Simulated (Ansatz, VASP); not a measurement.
## Pb: VASP beside Ansatz

```
CELL_PARAMETERS angstrom
2.97658 -1.71459 0.00000
2.97658 1.71459 0.00000
-2.07228 0.00000 5.97080
ATOMIC_POSITIONS crystal
Pb 0.90851 0.90851 0.72629
Pb 0.09149 0.09149 0.27371
```

Alike in both runs: task single point; functional PBE0; k mesh 4 × 4 × 2; occupations fermi-dirac, width 0.05 eV; no spin polarisation.

```csv
,VASP,Ansatz
version,VASP 6.6.1,Ansatz 0.2.0
potentials or method,"VASP PAW PBE potentials, release 64 (Pb_d)",Ansatz PAW
plane-wave cutoff (eV),520,420
valence electrons in the cell,28,28
```

Ansatz gave:

```
gap on the k mesh at the Fermi level (eV)                     : none
pressure (GPa)                                                : 2.5
traceless stress, the component that is largest in VASP (GPa) : 3.31
rms of the force components (eV/Å)                            : 0.188
```

Q: Which values does VASP return?

A: gap on the k mesh at the Fermi level (eV): none; pressure (GPa): 2.4; traceless stress, the component that is largest in VASP (GPa): 3.54; rms of the force components (eV/Å): 0.131.

Atom by atom the forces differ by 0.073 eV/Å (rms over components). A gap of «none» marks a metal or a gap that the smearing closes.

The k mesh is coarse, so the values compare programs but aren't converged. Neither program's run includes spin-orbit coupling.
